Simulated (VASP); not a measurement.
# Bi2Te3 (R-3m) in VASP: notebook

Bi2Te3 is run at these levels: PBE; tasks: single point.

Program: VASP 6.6.1. These are calculated values, not measurements. Logs are shortened: lines on timing, memory, paths and dates and some standing lists are left out, and cuts for length are marked.

**The experiment to reproduce.**

“Vacancy and Antisite-Induced Ferromagnetism in Liquid-Phase Exfoliated Bi2Te3”, 2024, arxiv:2412.10539 quotes, for a bulk crystal of Bi2Te3: band gap 0.17 eV.

The runs below are set against these values where they give the same quantity.

### 1 The cell of the first run

Symmetry: R-3m, No. 166, trigonal system. Conventional cell: a = 4.386 Å, b = 4.386 Å, c = 30.497 Å, α = 90.00°, β = 90.00°, γ = 120.00°. Within 4.0 Å of Bi (site symmetry 3m) lie 6 Te at 3.07 to 3.25 Å. Within 4.6 Å of Te (site symmetry -3m) lie 6 Bi at 3.25 Å and 12 Te at 4.39 to 4.55 Å. Te (site symmetry 3m) has 3 Bi at 3.07 Å and 3 Te at 3.64 Å within 4.0 Å.

### 2 Single point, PBE

Contents of INCAR:

```
SYSTEM = Bi2Te3
  ALGO = Normal
  EDIFF = 1E-6
  ENCUT = 500
  GGA = PE
  GGA_COMPAT = .False.
  ISIF = 2
  ISMEAR = 0
  LASPH = .True.
  LCHARG = .True.
  LELF = .True.
  LREAL = .False.
  LVHAR = .True.
  LWAVE = .False.
  NBANDS = 32
  NELM = 120
  PREC = Accurate
  SIGMA = 0.01
```

Contents of KPOINTS:

```
k-points
0
Gamma
  6 6 6
  0 0 0
```

Contents of POSCAR:

```
Bi2Te3
1.0
    2.1930000000      1.2661291403     10.1656666667
   -2.1930000000      1.2661291403     10.1656666667
    0.0000000000     -2.5322582807     10.1656666667
Bi Te
2 3
Direct
    0.3999996667      0.3999996667      0.3999996667
    0.6000003333      0.6000003333      0.6000003333
    0.0000000000      0.0000000000      0.0000000000
    0.2095003333      0.2095003333      0.2095003333
    0.7904996667      0.7904996667      0.7904996667
```

Potentials or basis: VASP PAW PBE potentials, release 64 (Bi_d, Te).

Launch:

```bash
$ cat potpaw_PBE.64/Bi_d/POTCAR potpaw_PBE.64/Te/POTCAR > POTCAR
$ mpirun -np 1 vasp_std > vasp.out
```

OUTCAR:

```text
SYSTEM = Bi2Te3
   EDIFF = 1E-6
   ENCUT = 500
   GGA = PE
   ISIF = 2
   ISMEAR = 0
   LASPH = .True.
   LREAL = .False.
   NELM = 120
   PREC = Accurate

 ion  position               nearest neighbor table
   1  0.400  0.400  0.400-   5 3.07   5 3.07   5 3.07   3 3.25   3 3.25   3 3.25
   2  0.600  0.600  0.600-   4 3.07   4 3.07   4 3.07   3 3.25   3 3.25   3 3.25
   3  0.000  0.000  0.000-   2 3.25   1 3.25   2 3.25   2 3.25   1 3.25   1 3.25
   4  0.210  0.210  0.210-   2 3.07   2 3.07   2 3.07   5 3.64   5 3.64   5 3.64
   5  0.790  0.790  0.790-   1 3.07   1 3.07   1 3.07   4 3.64   4 3.64   4 3.64

  LATTYP: Found a trigonal (rhomboedric) cell.
 ALAT       =    10.4763118882
 COS(alpha) =     0.9123624111

  Lattice vectors:

 A1 = (   2.1930000000,   1.2661291403,  10.1656666667)
 A2 = (  -2.1930000000,   1.2661291403,  10.1656666667)
 A3 = (   0.0000000000,  -2.5322582807,  10.1656666667)

Analysis of symmetry for initial positions (statically):
=====================================================================
 Subroutine PRICEL returns:
 Original cell was already a primitive cell.

 Routine SETGRP: Setting up the symmetry group for a
 trigonal (rhombohedral) supercell.

 Subroutine GETGRP returns: Found 12 space group operations
 (whereof 12 operations were pure point group operations)
 out of a pool of 12 trial point group operations.

The static configuration has the point symmetry D_3d.

Analysis of symmetry for dynamics (positions and initial velocities):
=====================================================================
 Subroutine PRICEL returns:
 Original cell was already a primitive cell.

 Routine SETGRP: Setting up the symmetry group for a
 trigonal (rhombohedral) supercell.

 Subroutine GETGRP returns: Found 12 space group operations
 (whereof 12 operations were pure point group operations)
 out of a pool of 12 trial point group operations.

The dynamic configuration has the point symmetry D_3d.

 Subroutine INISYM returns: Found 12 space group operations
 (whereof 12 operations are pure point group operations),
 and found     1 'primitive' translations

----------------------------------------------------------------------------------------

                                     Primitive cell

  volume of cell :     169.3572

  direct lattice vectors                    reciprocal lattice vectors
     2.193000000  1.266129140 10.165666667     0.227998176  0.131634808  0.032790111
    -2.193000000  1.266129140 10.165666667    -0.227998176  0.131634808  0.032790111
     0.000000000 -2.532258281 10.165666667     0.000000000 -0.263269617  0.032790111

  length of vectors
    10.476311888 10.476311888 10.476311888     0.265303755  0.265303755  0.265303755

  position of ions in fractional coordinates (direct lattice)
     0.399999667  0.399999667  0.399999667
     0.600000333  0.600000333  0.600000333
     0.000000000  0.000000000  0.000000000
     0.209500333  0.209500333  0.209500333
     0.790499667  0.790499667  0.790499667

  ion indices of the primitive-cell ions
   primitive index   ion index
                 1           1
                 2           2
                 3           3
                 4           4
                 5           5

----------------------------------------------------------------------------------------

 KPOINTS: k-points

Automatic generation of k-mesh.
 Grid dimensions read from file:
 generate k-points for:    6    6    6

 Generating k-lattice:

  Cartesian coordinates                     Fractional coordinates (reciprocal lattice)
     0.037999696  0.021939135  0.005465018     0.166666667  0.000000000  0.000000000
    -0.037999696  0.021939135  0.005465018     0.000000000  0.166666667  0.000000000
     0.000000000 -0.043878269  0.005465018     0.000000000  0.000000000  0.166666667

  Length of vectors
     0.044217292  0.044217292  0.044217292

  Shift w.r.t. Gamma in fractional coordinates (k-lattice)
     0.000000000  0.000000000  0.000000000

 Subroutine IBZKPT returns following result:
 ===========================================

 Found     32 irreducible k-points:

 Following reciprocal coordinates:
            Coordinates               Weight
  0.000000  0.000000  0.000000      1.000000
  0.166667 -0.000000  0.000000      6.000000
  0.333333  0.000000  0.000000      6.000000
  0.500000 -0.000000  0.000000      3.000000
  0.166667  0.166667  0.000000      6.000000
  0.333333  0.166667  0.000000     12.000000
[... 16 lines left out ...]
  0.500000  0.500000  0.166667      6.000000
 -0.333333  0.500000  0.166667     12.000000
 [... further k-points ...]
   k-points           NKPTS =     32   k-points in BZ     NKDIM =     32   number of bands    NBANDS=     32
   number of dos      NEDOS =    301   number of ions     NIONS =      5
   total plane-waves  NPLWV = 512000
   dimension x,y,z NGX =    80 NGY =   80 NGZ =   80
   dimension x,y,z NGXF=   160 NGYF=  160 NGZF=  160
   ions per type =               2   3
   NGX,Y,Z   is equivalent  to a cutoff of  12.69, 12.69, 12.69 a.u.
   NGXF,Y,Z  is equivalent  to a cutoff of  25.39, 25.39, 25.39 a.u.
 SYSTEM =  Bi2Te3
   PREC   = accura    normal or accurate (medium, high low for compatibility)
   ISTART =      0    job   : 0-new  1-cont  2-samecut
   ICHARG =      2    charge: 1-file 2-atom 10-const
   ISPIN  =      1    spin polarized calculation?
   LNONCOLLINEAR =      F non collinear calculations
   LSORBIT =      F    spin-orbit coupling
   LASPH  =      T    aspherical Exc in radial PAW
   ENCUT  =  500.0 eV  36.75 Ry    6.06 a.u.  19.10 19.10 19.10*2*pi/ulx,y,z
   NELM   =    120;   NELMIN=  2; NELMDL= -5     # of ELM steps
   EDIFF  = 0.1E-05   stopping-criterion for ELM
   LREAL  =      F    real-space projection
   EDIFFG = 0.1E-04   stopping-criterion for IOM
   NSW    =      0    number of steps for IOM
   IBRION =     -1    ionic relax: 0-MD 1-quasi-New 2-CG
   NFREE  =      0    steps in history (QN), initial steepest desc. (CG)
   ISIF   =      2    stress and relaxation
   ISYM   =      2    0-nonsym 1-usesym 2-fastsym
   POTIM  = 0.5000    time-step for ionic-motion
   TEBEG  =    0.0;   TEEND  =   0.0 temperature during run
   PSTRESS=    0.0 pullay stress
   NELECT =      48.0000    total number of electrons
   NUPDOWN=      -1.0000    fix difference up-down
   EMIN   =  10.00;   EMAX   =-10.00  energy-range for DOS
   EFERMI =   0.00;   METHOD = LEGACY
   ISMEAR =     0;   SIGMA  =   0.01  broadening in eV -4-tet -1-fermi 0-gaus
   EFERMI_NEDOS =   21; number of points for ismear=-14 and -15
   IALGO  =     38    algorithm
   IMIX   =      4    mixing-type and parameters
     AMIX     =   0.40;   BMIX     =  1.00
     AMIX_MAG =   1.60;   BMIX_MAG =  1.00
  volume/ion in A,a.u.               =      33.87       228.58
  Fermi-wavevector in a.u.,A,eV,Ry     =   1.075360  2.032136 15.733774  1.156400
  Thomas-Fermi vector in A             =   2.211215
   LORBIT       =      0    0 simple, 1 ext, 2 COOP (PROOUT), +10 PAW based schemes
   GGA     = PE    functional components
   LHFCALC =     F    Hartree Fock is set to
   AEXX    =    0.0000 exact exchange contribution
   IVDW    =     0    specifies the selected vdW correction
   LEPSILON=     F    determine dielectric tensor
   LRPA    =     F    only Hartree local field effects (RPA)
 non-spin polarized calculation
 Gauss-broadening in eV      SIGMA  =   0.01
  energy-cutoff  :      500.00
  volume of cell :      169.36
 maximum number of plane-waves:      4324
 NGX is ok and might be reduce to    80
   NGX = 39   NGY = 39   NGZ = 39

 number of electron      48.0000004 magnetization

 Free energy of the ion-electron system (eV)
  ---------------------------------------------------
  ext. energy  EPLUGINS =         0.00000000
  ---------------------------------------------------
  free energy    TOTEN  =       -18.33545199 eV

  energy without entropy =      -18.33545199  energy(sigma->0) =      -18.33545199

 E-fermi :   6.3362     XC(G=0):  -9.3291

 val. band max:        6.2233951747   @ k =   0.0000   0.0000   0.0000
 cond. band min:       6.5043450851   @ k =   0.0000   0.0000   0.0000
 fundamental gap:      0.2809499103
 Fermi energy:         6.3362084962

 k-point     1 :       0.0000    0.0000    0.0000
  band No.  band energies     occupation
      1     -16.9963      2.00000
      2     -16.9963      2.00000
      3     -16.9949      2.00000
      4     -16.9949      2.00000
      5     -16.9874      2.00000
      6     -16.9860      2.00000
[... 24 lines left out ...]
     31      11.0342      0.00000
     32      11.5563      0.00000

 k-point     2 :       0.1667   -0.0000    0.0000
  band No.  band energies     occupation
      1     -16.9983      2.00000
      2     -16.9966      2.00000
      3     -16.9936      2.00000
      4     -16.9922      2.00000
      5     -16.9862      2.00000
      6     -16.9848      2.00000
[... 24 lines left out ...]
     31      10.3551      0.00000
     32      11.2220      0.00000

 k-point     3 :       0.3333    0.0000    0.0000
  band No.  band energies     occupation
      1     -17.0034      2.00000
      2     -17.0010      2.00000
      3     -16.9906      2.00000
      4     -16.9886      2.00000
      5     -16.9886      2.00000
      6     -16.9864      2.00000
[... 24 lines left out ...]
     31      10.3409      0.00000
     32      11.3714      0.00000

 k-point     4 :       0.5000   -0.0000    0.0000
  band No.  band energies     occupation
      1     -17.0062      2.00000
      2     -17.0035      2.00000
      3     -16.9904      2.00000
      4     -16.9898      2.00000
      5     -16.9877      2.00000
      6     -16.9876      2.00000
[... 24 lines left out ...]
     31       9.8199      0.00000
     32      11.0132      0.00000

 k-point     5 :       0.1667    0.1667    0.0000
  band No.  band energies     occupation
      1     -16.9983      2.00000
      2     -16.9966      2.00000
      3     -16.9936      2.00000
      4     -16.9922      2.00000
      5     -16.9862      2.00000
      6     -16.9848      2.00000
[... 584 lines left out ...]
     31      10.8281      0.00000
     32      11.0235      0.00000

 k-point    22 :      -0.1667    0.3333    0.1667
  band No.  band energies     occupation
      1     -17.0028      2.00000
      2     -17.0007      2.00000
      3     -16.9925      2.00000
      4     -16.9899      2.00000
      5     -16.9875      2.00000
      6     -16.9858      2.00000
[... 24 lines left out ...]
     31      10.1798      0.00000
     32      11.9994      0.00000

 k-point    23 :       0.5000    0.5000    0.1667
  band No.  band energies     occupation
      1     -17.0033      2.00000
      2     -17.0011      2.00000
      3     -16.9906      2.00000
      4     -16.9886      2.00000
      5     -16.9886      2.00000
      6     -16.9864      2.00000
[... 24 lines left out ...]
     31      10.2998      0.00000
     32      11.1803      0.00000

 k-point    24 :      -0.3333    0.5000    0.1667
  band No.  band energies     occupation
      1     -17.0028      2.00000
      2     -17.0008      2.00000
      3     -16.9925      2.00000
      4     -16.9899      2.00000
      5     -16.9875      2.00000
      6     -16.9858      2.00000
[... 24 lines left out ...]
     31      10.8995      0.00000
     32      11.5250      0.00000

 [... further k-points ...]

------------------------ aborting loop because EDIFF is reached ----------------------------------------

  FORCE on cell =-STRESS in cart. coord.  units (eV):
  Direction    XX          YY          ZZ          XY          YZ          ZX
  --------------------------------------------------------------------------------------
  -------------------------------------------------------------------------------------
  Total        2.0579140      2.0579140      1.8748109      0.0000000     -0.0000000      0.0000000
  in kB       19.4685699     19.4685699     17.7363517      0.0000000     -0.0000000      0.0000000
  external PRESSURE =      18.8911638 kB  Pullay stress =       0.0000000 kB

 VOLUME and BASIS-vectors are now :
 -----------------------------------------------------------------------------
  energy-cutoff  :      500.00
  volume of cell :      169.36
      direct lattice vectors                 reciprocal lattice vectors
     2.193000000  1.266129140 10.165666667     0.227998176  0.131634808  0.032790111
    -2.193000000  1.266129140 10.165666667    -0.227998176  0.131634808  0.032790111
     0.000000000 -2.532258281 10.165666667     0.000000000 -0.263269617  0.032790111

 POSITION                                       TOTAL-FORCE (eV/Angst)
 -----------------------------------------------------------------------------------
      0.00000     -0.00000     12.19879         0.000000     -0.000000      0.016195
      0.00000     -0.00000     18.29821         0.000000      0.000000     -0.016195
      0.00000      0.00000      0.00000         0.000000     -0.000000     -0.000000
      0.00000     -0.00000      6.38913         0.000000     -0.000000      0.024507
      0.00000     -0.00000     24.10787         0.000000      0.000000     -0.024507
 -----------------------------------------------------------------------------------
    total drift:                               -0.000000     -0.000000      0.000000

  FREE ENERGIE OF THE ION-ELECTRON SYSTEM (eV)
  ---------------------------------------------------
  free  energy   TOTEN  =       -18.3354519940 eV

  energy  without entropy=      -18.3354519940  energy(sigma->0) =      -18.33545199
```

It took 31 min on 1 thread of Intel Xeon 8259CL, shared host; peak memory 0.96 GiB.

Results:

| Property | Result |
| --- | --- |
| Free energy | -18.3355 eV |
| Pressure | 1.9 GPa |
| Largest force | 0.025 eV/Å |
| Band gap on the k mesh | 0.28 eV |

Forces on the atoms (eV/Å):
```
Bi   0.000  0.000  0.016
Bi   0.000  0.000 -0.016
Te   0.000  0.000  0.000
Te   0.000  0.000  0.025
Te   0.000  0.000 -0.025
```

Stress tensor (GPa, compression positive):
```
1.95 0.00 0.00
0.00 1.95 0.00
0.00 0.00 1.77
```

Caveat: spin-orbit coupling is left out, which moves the levels of the heavy elements.

### 3 Single point, PBE

This run uses another cell than the first one, of 36.51 Å³/atom.

Contents of INCAR:

```
PREC = Accurate
ENCUT = 500
EDIFF = 1E-6
ISMEAR = 0
SIGMA = 0.01
LREAL = False
LASPH = True
NELM = 120
ALGO = Normal
ISIF = 2
LWAVE = False
LCHARG = False
GGA = PE
NBANDS = 32
GGA_COMPAT = False
```

Contents of KPOINTS:

```
Automatic mesh
0
Gamma
  6 6 6
```

Contents of POSCAR:

```
Bi2Te3
1.0
    2.2230379672      1.2834715688     10.6621308960
   -2.2230379672      1.2834715688     10.6621308960
    0.0000000000     -2.5669431376     10.6621308960
Bi Te
2 3
Direct
    0.3974791738      0.3974791773      0.3974791738
    0.6025208262      0.6025208227      0.6025208262
    0.0000000000      0.0000000000      0.0000000000
    0.2153062624      0.2153062620      0.2153062624
    0.7846937376      0.7846937380      0.7846937376
```

Potentials or basis: VASP PAW PBE potentials, release 64 (Bi_d, Te).

Launch:

```bash
$ cat potpaw_PBE.64/Bi_d/POTCAR potpaw_PBE.64/Te/POTCAR > POTCAR
$ mpirun -np 1 vasp_std > vasp.out
```

Wall time 27 min (1 thread of Intel Xeon 8259CL, shared host); peak memory 0.97 GiB.

It converged, with:

* Free energy: -18.3996 eV
* Pressure: 0.0 GPa
* Largest force: 0.009 eV/Å
* Band gap on the k mesh: 0.51 eV

Forces in eV/Å, atoms in the order of the input:
```
Bi   0.000  0.000 -0.007
Bi   0.000  0.000  0.007
Te   0.000  0.000  0.000
Te   0.000  0.000 -0.009
Te   0.000  0.000  0.009
```

Levels at points of the mesh, in eV from the valence-band top:
| k point | band 20 | band 21 | band 22 | band 23 | band 24 | band 25 | band 26 | band 27 | band 28 | band 29 |
| --- | --- | --- | --- | --- | --- | --- | --- | --- | --- | --- |
| (0.00, 0.00, 0.00) | -1.29 | -1.29 | -0.61 | -0.61 | 0.00 | 0.51 | 1.08 | 1.08 | 2.05 | 2.25 |
| (0.50, 0.00, 0.00) | -2.51 | -2.38 | -1.70 | -0.70 | -0.47 | 0.90 | 1.61 | 2.70 | 3.01 | 3.65 |
| (0.50, 0.50, 0.00) | -2.14 | -1.62 | -1.46 | -1.00 | -0.85 | 1.39 | 1.53 | 2.16 | 2.84 | 3.14 |
| (0.50, 0.50, 0.50) | -1.17 | -1.17 | -0.73 | -0.73 | -0.26 | 0.79 | 1.31 | 1.31 | 1.92 | 2.02 |

Caveat: spin-orbit coupling is left out, which moves the levels of the heavy elements.

### 4 Comparison with measurements

Step 3. A measured gap of Bi2Te3 is 0.17 eV (quoted in “Vacancy and Antisite-Induced Ferromagnetism in Liquid-Phase Exfoliated Bi2Te3”, 2024, arxiv:2412.10539); the calculated 0.51 eV misses it by +0.34 eV. Spin-orbit coupling on Bi, Te is left out. The value is that of PBE on a finite k mesh, which can miss the band edges, without temperature or zero-point motion.
